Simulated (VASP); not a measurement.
Set up this calculation in VASP 6.6.1, as the native input.

```
Task                   : single point
Functional             : PBE
Potentials or basis    : VASP PAW PBE potentials, release 64 (K_sv, Br)
Cutoff                 : 520 eV
k mesh                 : 4 × 4 × 4
Occupations            : methfessel-paxton, width 0.01 eV
Spin                   : no spin polarisation
Dipole correction      : no
Further INCAR settings : ALGO = Normal; EDIFF = 1e-06; NBANDS = 15
```

The structure of KBr lies in POSCAR:

```
KBr
1.0
   -0.0242900000      3.3333800000      3.3340700000
    3.3419900000     -0.0061400000      3.3159300000
    3.3214300000      3.2946800000      0.0144100000
K Br
1 1
Direct
    0.9705600000      0.0155700000      0.9679800000
    0.4990722409      0.4637495123      0.5167373238
```

The input as run:

INCAR

```
SYSTEM = KBr
PREC = Accurate
ENCUT = 520
EDIFF = 1E-6
ISMEAR = 1
SIGMA = 0.01
LREAL = .False.
LASPH = .True.
NELM = 80
ALGO = Normal
ISIF = 2
LWAVE = .False.
LCHARG = .False.
GGA = PE
NBANDS = 15
```

KPOINTS

```
regular mesh
0
Gamma
  4 4 4
  0 0 0
```

Potentials or basis: VASP PAW PBE potentials, release 64 (K_sv, Br).

Launch:

```console
$ cat potpaw_PBE.64/K_sv/POTCAR potpaw_PBE.64/Br/POTCAR > POTCAR
$ mpirun -np 1 vasp_std > vasp.out
```

It gave:

```yaml
Pressure: 0.8 GPa
Largest_force: 0.364 eV/Å
Band_gap_on_the_k_mesh: 4.37 eV
```

Run time: 19 s on 1 thread of Intel(R) Xeon(R) 6975P-C (Granite Rapids) (shared host), peak memory 0.22 GiB.
